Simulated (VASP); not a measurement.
**Ga2O3: single point with r2SCAN**

Ga2O3:

```xyz
10
Lattice="6.1278 -1.5195 0.0025 6.1278 1.5195 0.0025 -1.3884 0.0000 5.6400" Properties=species:S:1:pos:R:3 pbc="T T T"
Ga    0.0059    0.0000    4.4830
Ga   10.8614    0.0000    1.1620
Ga    7.6365    0.0000    1.7770
Ga    3.2308    0.0000    3.8681
O     1.8610    0.0000    0.6165
O     9.0063    0.0000    5.0286
O     1.3420    0.0000    3.1791
O     9.5253    0.0000    2.4659
O     5.7016    0.0000    1.5651
O     5.1407    0.0000    4.1974
```

This cell differs from its parent crystal: atom 9 (O) moved +0.120 Å towards its neighbour atom 10 (O) at 2.811 Å.

```json
{
  "Program": "VASP 6.6.1",
  "Task": "single point",
  "Functional": "r2SCAN",
  "Potentials or basis": "VASP PAW PBE potentials, release 64 (Ga_d, O)",
  "Cutoff": "520 eV",
  "k mesh": "8 × 8 × 4",
  "Occupations": "gaussian, width 0.05 eV",
  "Spin": "no spin polarisation",
  "Dipole correction": "no",
  "Further INCAR settings": "ALGO = Normal; EDIFF = 1e-06; NBANDS = 55"
}
```

The pressure is 1.6 GPa and the largest force is 0.665 eV/Å. The band gap on the k mesh is 2.97 eV (least direct gap 2.98 eV).

Forces in eV/Å, atoms in the order of the input:
```
Ga   0.021  0.000 -0.164
Ga   0.095  0.000  0.207
Ga  -0.073  0.000  0.201
Ga   0.034  0.000 -0.241
O   -0.054  0.000  0.039
O    0.029  0.000  0.158
O    0.136  0.000  0.058
O   -0.196  0.000  0.087
O    0.170  0.000 -0.643
O   -0.161  0.000  0.297
```

Stress tensor (GPa, compression positive):
```
 1.21  0.00 -0.31
 0.00  1.65  0.00
-0.31  0.00  1.90
```

Levels at points of the mesh, in eV from the valence-band top:
| k point | band 40 | band 41 | band 42 | band 43 | band 44 | band 45 | band 46 | band 47 | band 48 | band 49 |
| --- | --- | --- | --- | --- | --- | --- | --- | --- | --- | --- |
| (0.00, 0.00, 0.00) | -0.72 | -0.66 | -0.54 | -0.36 | -0.01 | 2.97 | 6.26 | 7.39 | 7.50 | 8.56 |
| (0.50, 0.00, 0.00) | -1.34 | -0.80 | -0.79 | -0.51 | -0.11 | 6.30 | 7.23 | 7.92 | 8.19 | 8.71 |
| (0.50, 0.50, 0.00) | -1.16 | -0.72 | -0.69 | -0.49 | -0.15 | 5.10 | 5.37 | 6.49 | 7.30 | 8.77 |
| (0.00, 0.00, 0.50) | -1.43 | -0.62 | -0.58 | -0.54 | -0.41 | 5.40 | 5.44 | 7.30 | 7.99 | 8.48 |
| (0.50, 0.00, 0.50) | -1.25 | -1.20 | -1.10 | -0.85 | -0.59 | 7.60 | 7.67 | 8.41 | 8.84 | 9.13 |
| (0.50, 0.50, 0.50) | -0.72 | -0.69 | -0.68 | -0.63 | 0.00 | 5.75 | 5.91 | 7.03 | 7.20 | 7.69 |

Wall time 67 min on 1 thread of Oxide Virtual Turin-like Processor (shared host), peak memory 0.53 GiB.

Caveat: the cell differs from its parent crystal (atom 9 (O) moved +0.120 Å towards its neighbour atom 10 (O) at 2.811 Å); the PAW data sets were made with another functional, which shifts forces and pressure a little. A k mesh can miss the band edges.
